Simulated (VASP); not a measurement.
# Ti4Al9 in VASP: notebook

The runs below take Ti4Al9 through single point, with PBEsol.

All numbers are computed with VASP 6.6.1; they aren't measurements. Logs are shortened: lines on timing, memory, paths and dates and some standing lists are left out, and cuts for length are marked.

## 1. The cell of the first run

The cell holds a slab with vacuum, 13 atoms: a = 3.972 Å, b = 6.334 Å, c = 22.422 Å, α = 90.00°, β = 90.00°, γ = 90.00°.

## 2. Single point, PBEsol

INCAR

```
PREC     = Accurate       # precision mode
ENCUT    = 520            # plane-wave cutoff, eV
EDIFF    = 1E-6           # SCF threshold, eV
ISMEAR   = 1              # smearing method
SIGMA    = 0.2            # smearing width, eV
LREAL    = False          # projectors in reciprocal space
LASPH    = True           # aspherical terms in the spheres
NELM     = 80             # most SCF steps
ALGO     = Normal         # electronic algorithm
ISIF     = 2              # what is computed and relaxed
LWAVE    = False          # write WAVECAR
LCHARG   = True           # write CHGCAR
LDIPOL   = True         
IDIPOL   = 3            
DIPOL    = 0.5 0.5 0.500
GGA      = PS             # functional
LELF     = True           # ELF
LVHAR    = True         
LVACPOTAV= True         
NBANDS   = 50             # bands
```

KPOINTS

```
regular mesh
0
Gamma
  9 6 1
```

POSCAR

```
Ti4Al9
1.0
    3.9724249786      0.0000000000      0.0000000000
    0.0000000000      6.3340202875      0.0000000000
    0.0000000000      0.0000000000     22.4223014059
Al Ti
9 4
Direct
    0.0000000000      0.8103778562      0.3344884124
    0.5000000000      0.1233989978      0.3631059885
    0.5000000000      0.7155667843      0.4172442062
    0.5000000000      0.3077345708      0.4713824239
    0.0000000000      0.6207557124      0.5000000000
    0.5000000000      0.9337768540      0.5286175761
    0.5000000000      0.5259446405      0.5827557938
    0.5000000000      0.1181124270      0.6368940115
    0.0000000000      0.4311335686      0.6655115876
    0.0000000000      0.4327495880      0.3913879890
    0.0000000000      0.9983839807      0.4431004235
    0.0000000000      0.2431274442      0.5568995765
    0.0000000000      0.8087618369      0.6086120110
```

Potentials or basis: VASP PAW PBE potentials, release 64 (Al, Ti_sv).

On the command line:

```
> cat potpaw_PBE.64/Al/POTCAR potpaw_PBE.64/Ti_sv/POTCAR > POTCAR
> mpirun -np 1 vasp_std > vasp.out
```

OUTCAR:

```text
PREC = Accurate
   ENCUT = 520
   EDIFF = 1E-6
   ISMEAR = 1
   LREAL = False
   LASPH = True
   NELM = 80
   ISIF = 2
   GGA = PS

 ion  position               nearest neighbor table
   1  0.000  0.810  0.334-  10 2.71  11 2.71   3 2.78   3 2.78   2 2.88   2 2.88
   2  0.500  0.123  0.363-   4 2.69  11 2.79  11 2.79   3 2.85  10 2.86  10 2.86   1 2.88   1 2.88

   3  0.500  0.716  0.417-  10 2.74  10 2.74  11 2.74  11 2.74   5 2.78   5 2.78   1 2.78   1 2.78
                             6 2.85   2 2.85   4 2.85
   4  0.500  0.308  0.471-   6 2.69   2 2.69  12 2.79  12 2.79  10 2.79  10 2.79   7 2.85   3 2.85
                            11 2.86  11 2.86   5 2.88   5 2.88
   5  0.000  0.621  0.500-  10 2.71  13 2.71  12 2.71  11 2.71   7 2.78   7 2.78   3 2.78   3 2.78
                             4 2.88   4 2.88   6 2.88   6 2.88
   6  0.500  0.934  0.529-   4 2.69   8 2.69  11 2.79  11 2.79  13 2.79  13 2.79   3 2.85   7 2.85
                            12 2.86  12 2.86   5 2.88   5 2.88
   7  0.500  0.526  0.583-  13 2.74  13 2.74  12 2.74  12 2.74   5 2.78   5 2.78   9 2.78   9 2.78
                             4 2.85   8 2.85   6 2.85
   8  0.500  0.118  0.637-   6 2.69  12 2.79  12 2.79   7 2.85  13 2.86  13 2.86   9 2.88   9 2.88

   9  0.000  0.431  0.666-  12 2.71  13 2.71   7 2.78   7 2.78   8 2.88   8 2.88
  10  0.000  0.433  0.391-   5 2.71   1 2.71   3 2.74   3 2.74   4 2.79   4 2.79   2 2.86   2 2.86

  11  0.000  0.998  0.443-   5 2.71   1 2.71   3 2.74   3 2.74   6 2.79   6 2.79   2 2.79   2 2.79
                             4 2.86   4 2.86
  12  0.000  0.243  0.557-   5 2.71   9 2.71   7 2.74   7 2.74   4 2.79   4 2.79   8 2.79   8 2.79
                             6 2.86   6 2.86
  13  0.000  0.809  0.609-   5 2.71   9 2.71   7 2.74   7 2.74   6 2.79   6 2.79   8 2.86   8 2.86

  LATTYP: Found a simple orthorhombic cell.
 ALAT       =     3.9724249786
 B/A-ratio  =     1.5944971451
 C/A-ratio  =     5.6444870644

  Lattice vectors:

 A1 = (   3.9724249786,   0.0000000000,   0.0000000000)
 A2 = (   0.0000000000,   6.3340202875,   0.0000000000)
 A3 = (   0.0000000000,   0.0000000000,  22.4223014059)

Analysis of symmetry for initial positions (statically):
=====================================================================
 Subroutine PRICEL returns:
 Original cell was already a primitive cell.

 Routine SETGRP: Setting up the symmetry group for a
 simple orthorhombic supercell.

 Subroutine GETGRP returns: Found  4 space group operations
 (whereof  2 operations were pure point group operations)
 out of a pool of  8 trial point group operations.

The static configuration has the point symmetry C_1h.
 The point group associated with its full space group is C_2h.

Analysis of symmetry for dynamics (positions and initial velocities):
=====================================================================
 Subroutine PRICEL returns:
[... 152 lines left out ...]
   GGA     = PS    functional components
   LHFCALC =     F    Hartree Fock is set to
   AEXX    =    0.0000 exact exchange contribution
   IVDW    =     0    specifies the selected vdW correction
   LEPSILON=     F    determine dielectric tensor
   LRPA    =     F    only Hartree local field effects (RPA)
 non-spin polarized calculation
 Methfessel and Paxton  Order N= 1 SIGMA  =   0.20
  energy-cutoff  :      520.00
  volume of cell :      564.18
 maximum number of plane-waves:     15276
 NGX is ok and might be reduce to    30
   NGX = 15   NGY = 23   NGZ = 83

 number of electron      74.9999996 magnetization

 dipolmoment           0.000000      0.000000     -0.000000 electrons x Angstroem

 Free energy of the ion-electron system (eV)
  ---------------------------------------------------
  ext. energy  EPLUGINS =         0.00000000
  ---------------------------------------------------
  free energy    TOTEN  =       -68.93541011 eV

  energy without entropy =      -68.94408263  energy(sigma->0) =      -68.93830095

 E-fermi :   0.2988     XC(G=0):  -4.9539

 val. band max:        0.2887847333   @ k =   0.4444   0.5000   0.0000
 cond. band min:       0.3070947389   @ k =   0.3333   0.5000   0.0000
 fundamental gap:      0.0183100056
 Fermi energy:         0.2988096883

 k-point     1 :       0.0000    0.0000    0.0000
  band No.  band energies     occupation
      1     -56.3110      2.00000
      2     -56.3109      2.00000
      3     -56.0930      2.00000
      4     -56.0779      2.00000
      5     -32.8146      2.00000
      6     -32.8139      2.00000
[... 1029 lines left out ...]
     48       1.8474     -0.00000
     49       1.9944     -0.00000
 [bands above 49 left out]

------------------------ aborting loop because EDIFF is reached ----------------------------------------

  FORCE on cell =-STRESS in cart. coord.  units (eV):
  Direction    XX          YY          ZZ          XY          YZ          ZX
  --------------------------------------------------------------------------------------
  -------------------------------------------------------------------------------------
  Total       -4.1476497     -7.4728060      0.4998115      0.0000000      0.2450270      0.0000000
  in kB      -11.7786986    -21.2216405      1.4193893      0.0000000      0.6958396      0.0000000
  external PRESSURE =     -10.5269832 kB  Pullay stress =       0.0000000 kB

 VOLUME and BASIS-vectors are now :
 -----------------------------------------------------------------------------
  energy-cutoff  :      520.00
  volume of cell :      564.18
      direct lattice vectors                 reciprocal lattice vectors
     3.972424979  0.000000000  0.000000000     0.251735402  0.000000000  0.000000000
     0.000000000  6.334020287  0.000000000     0.000000000  0.157877612  0.000000000
     0.000000000  0.000000000 22.422301406     0.000000000  0.000000000  0.044598455

 POSITION                                       TOTAL-FORCE (eV/Angst)
 -----------------------------------------------------------------------------------
      0.00000      5.13295      7.50000         0.000000      0.232938     -0.077363
      1.98621      0.78161      8.14167         0.000000      0.016601      0.081954
      1.98621      4.53241      9.35558         0.000000     -0.078017     -0.403259
      1.98621      1.94920     10.56948         0.000000      0.162360     -0.169800
      0.00000      3.93188     11.21115         0.000000      0.000000     -0.000000
      1.98621      5.91456     11.85282         0.000000     -0.162360      0.169800
      1.98621      3.33134     13.06673         0.000000      0.078017      0.403259
      1.98621      0.74813     14.28063         0.000000     -0.016601     -0.081954
      0.00000      2.73081     14.92230         0.000000     -0.232938      0.077363
      0.00000      2.74104      8.77582         0.000000     -0.668368     -0.051260
      0.00000      6.32378      9.93533         0.000000      0.494105      0.588235
      0.00000      1.53997     12.48697         0.000000     -0.494105     -0.588235
      0.00000      5.12271     13.64648         0.000000      0.668368      0.051260
 -----------------------------------------------------------------------------------
    total drift:                               -0.000000      0.000038     -0.000040

  FREE ENERGIE OF THE ION-ELECTRON SYSTEM (eV)
  ---------------------------------------------------
  free  energy   TOTEN  =       -68.9354101069 eV

  energy  without entropy=      -68.9440826286  energy(sigma->0) =      -68.93830095

 vacuum level on the upper side and lower side of the slab         4.804         4.804
```

OSZICAR:

```text
N       E                     dE             d eps       ncg     rms          rms(c)
DAV:   1     0.606759376915E+03    0.60676E+03   -0.33864E+04  2424   0.125E+03
DAV:   2    -0.272865296195E+01   -0.60949E+03   -0.59363E+03  2312   0.358E+02
DAV:   3    -0.661784659360E+02   -0.63450E+02   -0.62349E+02  3198   0.103E+02
[... 18 lines left out ...]
DAV:  22    -0.689353847076E+02   -0.28621E-04   -0.16463E-06  1746   0.424E-03    0.145E-03
DAV:  23    -0.689354009959E+02   -0.16288E-04   -0.66541E-07  1612   0.279E-03    0.466E-04
DAV:  24    -0.689354077741E+02   -0.67782E-05   -0.23954E-07  1406   0.102E-03    0.282E-04
DAV:  25    -0.689354098249E+02   -0.20508E-05   -0.14855E-07  1258   0.102E-03    0.274E-04
DAV:  26    -0.689354101069E+02   -0.28195E-06   -0.38974E-08  1222   0.721E-04
   1 F= -.68935410E+02 E0= -.68938301E+02  d E =0.867252E-02
```

stdout:

```text
POSCAR found type information on POSCAR AlTi
 POSCAR found :  2 types and      13 ions
 scaLAPACK will be used
 -----------------------------------------------------------------------------
[... 23 lines left out ...]
|     Did not find any points to average over, which means that no vacuum     |
|     field-free region was found. Please increase the size of  your cell     |
|     in the dimension of the dipole correction to obtain accurate            |
|     workfunction values.                                                    |
|                                                                             |
 -----------------------------------------------------------------------------
```

Run time: 37 min. Hardware: 1 thread of Oxide Virtual Turin-like, shared host; peak memory 0.77 GiB.

What came out:

```yaml
Free_energy: -68.9354 eV
Largest_force: 0.768 eV/Å
Band_gap_on_the_k_mesh: zero (an odd number of electrons rules out a gap without spin polarisation)
```

Forces on the atoms (eV/Å):
```
Al   0.000  0.233 -0.077
Al   0.000  0.017  0.082
Al   0.000 -0.078 -0.403
Al   0.000  0.162 -0.170
Al   0.000  0.000  0.000
Al   0.000 -0.162  0.170
Al   0.000  0.078  0.403
Al   0.000 -0.017 -0.082
Al   0.000 -0.233  0.077
Ti   0.000 -0.668 -0.051
Ti   0.000  0.494  0.588
Ti   0.000 -0.494 -0.588
Ti   0.000  0.668  0.051
```

Caveat: the PAW data sets were made with another functional, which shifts forces and pressure a little.

## 3. Single point, PBEsol

INCAR

```
SYSTEM = Ti4Al9
PREC = Accurate
ENCUT = 520
EDIFF = 1E-6
ISMEAR = 0
SIGMA = 0.1
LREAL = .False.
LASPH = .True.
NELM = 80
ALGO = Normal
ISIF = 2
LWAVE = .False.
LCHARG = .False.
LDIPOL = .True.
IDIPOL = 3
DIPOL = 0.5 0.5 0.500
GGA = PS
NBANDS = 50
```

KPOINTS

```
regular mesh
0
Gamma
  9 6 1
  0 0 0
```

POSCAR is that of step 2.

Potentials or basis: VASP PAW PBE potentials, release 64 (Al, Ti_sv).

On the command line:

```
> cat potpaw_PBE.64/Al/POTCAR potpaw_PBE.64/Ti_sv/POTCAR > POTCAR
> mpirun -np 1 vasp_std > vasp.out
```

Wall time 33 min (1 thread of Oxide Virtual Turin-like, shared host); peak memory 0.77 GiB.

The run converged. Its results:

* Free energy: -68.9613 eV
* Largest force: 0.767 eV/Å
* Band gap on the k mesh: zero (an odd number of electrons rules out a gap without spin polarisation)

Forces in eV/Å, atoms in the order of the input:
```
Al   0.000  0.230 -0.075
Al   0.000  0.021  0.081
Al   0.000 -0.082 -0.403
Al   0.000  0.165 -0.170
Al   0.000  0.000  0.000
Al   0.000 -0.165  0.170
Al   0.000  0.082  0.403
Al   0.000 -0.021 -0.081
Al   0.000 -0.230  0.075
Ti   0.000 -0.661 -0.051
Ti   0.000  0.491  0.589
Ti   0.000 -0.491 -0.589
Ti   0.000  0.661  0.051
```

Levels at points of the mesh, in eV from the Fermi level:
```csv
k point,band 34,band 35,band 36,band 37,band 38,band 39,band 40,band 41
"(0.00, 0.00, 0.00)",-0.60,-0.58,-0.49,-0.29,0.11,0.16,0.60,0.86
"(0.00, 0.50, 0.00)",-0.71,-0.70,-0.26,-0.09,-0.01,0.16,0.23,0.53
```

Caveat: the PAW data sets were made with another functional, which shifts forces and pressure a little.
